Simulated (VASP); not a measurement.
Input of a VASP 6.6.1 run:

File INCAR:

```
SYSTEM = Be12Br
PREC = Accurate
ENCUT = 520
EDIFF = 1E-6
ISMEAR = 0
SIGMA = 0.15
LREAL = .FALSE.
LASPH = .TRUE.
NELM = 80
ALGO = Normal
ISIF = 2
LWAVE = .FALSE.
LCHARG = .TRUE.
GGA = PE
LELF = .TRUE.
LVHAR = .TRUE.
NBANDS = 28
```

KPOINTS

```
Automatic mesh
0
G
  5 5 1
  0 0 0
```

POSCAR

```
Be12Br
1.0
    4.5800000000      0.0000000000      0.0000000000
    2.2900000000      3.9663960000      0.0000000000
    0.0000000000      0.0000000000     15.5884300000
Be Br
12 1
Direct
    0.0000000000      0.0000000000      0.0641500780
    0.5000000000      0.0000000000      0.0641500780
    0.0000000000      0.5000000000      0.0641500780
    0.5000000000      0.5000000000      0.0641500780
   -0.1645684404      0.3283451778      0.1820265415
    0.3317368725      0.3318707966      0.1869851550
   -0.1683902547      0.8314918631      0.1799036850
    0.3277257723      0.8357929970      0.1819553990
   -0.0068621428     -0.0057883782      0.2905558161
    0.5036904011     -0.0171349507      0.3056978156
   -0.0180432361      0.5045746819      0.3057989162
    0.5011768439      0.5021432555      0.2999175029
    0.2924319379      0.2933234604      0.4281019320
```

Potentials or basis: VASP PAW PBE potentials, release 64 (Be, Br).

Run with:

```console
$ cat potpaw_PBE.64/Be/POTCAR potpaw_PBE.64/Br/POTCAR > POTCAR
$ mpirun -np 1 vasp_std > vasp.out
```

(1) What does it give for the largest force?

(2) Estimate the band gap on the k mesh.

Results:

(1) 0.291 eV/Å.

(2) zero (an odd number of electrons rules out a gap without spin polarisation).

Caveat: there is no dipole correction, which matters where the two faces differ; an odd number of electrons without spin polarisation forces a metal; a magnetic or distorted state may lie lower.
